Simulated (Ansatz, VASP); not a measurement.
Two plane-wave programs on ZnS

```
Zn S
1.0
     3.80672    0.00000    0.00000
    -1.90336    3.29672    0.00000
     0.00000    0.00000    6.74539
Zn S
2 2
Direct
  0.33333 0.66667 0.00539
  0.66667 0.33333 0.50539
  0.33333 0.66667 0.37961
  0.66667 0.33333 0.87961
```

Change from the starting cell: strain +0.000 along x and y, +0.080 along z, atoms carried along.

Alike in both runs: task single point; functional r2SCAN; k mesh 6 × 6 × 4; occupations gaussian, width 0.05 eV; no spin polarisation.

```csv
,VASP,Ansatz
version,VASP 6.6.1,Ansatz 0.2.0
potentials or method,"VASP PAW PBE potentials, release 64 (Zn, S), cutoff 520 eV","scalar-relativistic, plane waves, PAW"
valence electrons in the cell,36,36
```

Ansatz gave:

| Quantity | Value |
| --- | --- |
| gap on the k mesh at the Fermi level (eV) | 2.18 |
| least direct gap on the mesh (eV) | 2.18 |
| pressure (GPa) | -4.6 |
| traceless stress, the component that is largest in VASP (GPa) | -5.18 |
| rms of the force components (eV/Å) | 0.076 |

Estimate VASP's values.

gap on the k mesh at the Fermi level (eV): 2.19; least direct gap on the mesh (eV): 2.19; pressure (GPa): -4.5; traceless stress, the component that is largest in VASP (GPa): -5.26; rms of the force components (eV/Å): 0.080.

VASP's potentials were made for PBE, not for r2SCAN. Atom by atom the forces differ by 0.004 eV/Å (rms over components). The functional is the same, so the differences come from potentials, cutoffs and numerics.
